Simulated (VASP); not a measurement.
**Eu: electric field gradients with PBEsol**

The system is Eu.

```
Eu
1.0
    -2.28059    2.28059    2.28059
     2.28059   -2.28059    2.28059
     2.28059    2.28059   -2.28059
Eu
1
Direct
  0.00000 0.00000 0.00000
```

This cell differs from its parent crystal: volume scaled by 1.05.

```json
{"Program": "VASP 6.6.1", "Task": "electric field gradients", "Functional": "PBEsol", "Potentials or basis": "VASP PAW PBE potentials, release 64 (Eu)", "Cutoff": "520 eV", "k mesh": "10 × 10 × 10", "Occupations": "fermi-dirac, width 0.05 eV", "Spin": "collinear spin, ferromagnetic start", "Starting moments": "[7.0] μB", "Dipole correction": "no", "Further INCAR settings": "ALGO = Normal; EDIFF = 1e-08; NBANDS = 18"}
```

The pressure is -2.7 GPa and the net moment is 7.40 μB per cell. The site moments are Eu +6.71 μB. The valence electrons inside the program's atomic spheres are Eu 14.68.

Levels at points of the mesh, in eV from the Fermi level:
Spin up:
```tsv
k point	band 8	band 9	band 10	band 11	band 12	band 13	band 14	band 15	band 16	band 17
(0.00, 0.00, 0.00)	-0.52	-0.39	-0.39	-0.39	-0.35	1.65	1.65	1.65	3.20	3.20
(0.50, 0.00, 0.00)	-0.49	-0.42	-0.40	-0.39	-0.37	0.42	0.49	3.04	3.71	5.17
(0.50, 0.50, 0.50)	-0.49	-0.49	-0.49	-0.36	-0.36	-0.36	4.31	4.31	4.31	4.70
```
Spin down:
```
           k point  band 1  band 2  band 3  band 4  band 5  band 6  band 7  band 8  band 9  band 10
(0.00, 0.00, 0.00)  -38.63  -18.03  -18.03  -18.03   -3.47    2.67    2.67    2.67    3.94     3.94
(0.50, 0.00, 0.00)  -38.60  -18.41  -18.16  -18.03   -0.83    1.27    1.34    3.88    4.14     4.19
(0.50, 0.50, 0.50)  -38.58  -18.30  -18.30  -18.30   -0.08   -0.08    3.81    3.81    3.81     4.09
```

Wall time 2.1 min on 1 thread of Intel(R) Xeon(R) 6975P-C (Granite Rapids), on a shared host, peak memory 0.24 GiB.

Caveat: without QUAD_EFG the Cq values of the log hold for a quadrupole moment of 1 mb, not for the nuclei; the PAW data sets were made with another functional, which shifts forces and pressure a little; spin-orbit coupling is left out, which moves the levels of the heavy elements. The state reached can hang on the start; a lower one may exist.
